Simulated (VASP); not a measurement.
Rh, 1 atom in the cell. It takes space group I4/mmm (No. 139, tetragonal). The conventional cell has a = 2.689 Å, b = 2.689 Å, c = 3.613 Å, α = 90.00°, β = 90.00°, γ = 90.00°. Rh (site symmetry 4/mmm) has 18 Rh at 2.62 to 3.80 Å within 3.9 Å.  This cell differs from its parent crystal: strain +0.000 along x and y, -0.050 along z.

* Program: VASP 6.6.1
* Task: single point
* Functional: LDA
* Potentials or basis: VASP PAW LDA potentials, release 64 (Rh_pv)
* Cutoff: 520 eV
* k mesh: 22 × 22 × 22
* Occupations: gaussian, width 0.15 eV
* Spin: no spin polarisation
* Dipole correction: no
* Further INCAR settings: ALGO = Fast; EDIFF = 1e-07; NBANDS = 14

Potentials or basis: VASP PAW LDA potentials, release 64 (Rh_pv).

Launch:

```sh
$ cat potpaw_LDA.64/Rh_pv/POTCAR > POTCAR
$ mpirun -np 1 vasp_std > vasp.out
```

Hardware: 1 thread of Intel Xeon 8259CL, with other jobs on the host.

Q: How long does it take, and how much memory?

A: Run time: 3.3 min on 1 thread of Intel Xeon 8259CL, on a shared host, peak memory 0.24 GiB. Counts: scf iterations 13, k points 834.
